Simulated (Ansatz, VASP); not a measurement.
**Two plane-wave programs on TiB**

```
Ti B
1.0
     6.14608    0.00000    0.00000
     0.00000    3.06830    0.00000
     0.00000    0.00000    4.58836
Ti B
4 4
Cartesian
  1.0932 0.7671 0.5647
  5.0529 2.3012 4.0237
  1.9799 2.3012 2.8589
  4.1662 0.7671 1.7295
  0.1825 0.7671 2.7471
  5.9636 2.3012 1.8413
  2.8906 2.3012 0.4529
  3.2555 0.7671 4.1355
```

Alike in both runs: functional r2SCAN; k mesh 5 × 10 × 7; occupations fermi-dirac, width 0.1 eV; no spin polarisation.

Ansatz relaxed the structure, and its values are those at the end. VASP's run is a single point on that final structure, the one shown.

|  | VASP | Ansatz |
| --- | --- | --- |
| version | VASP 6.6.1 | Ansatz 0.2.0 |
| potentials or method | VASP PAW PBE potentials, release 64 (Ti_sv, B), cutoff 520 eV | PAW plane waves |
| valence electrons in the cell | 60 | 60 |

```csv
,VASP,Ansatz,Ansatz less VASP
pressure (GPa),-3.6,-4.1,-0.52
rms of the force components (eV/Å),0.006,0.003,-0.0033
```

VASP's potentials were made for PBE, not for r2SCAN. With one functional, cell and mesh, what is left measures potentials, basis and numerics. Ansatz's warnings: stress scf threshold loose.
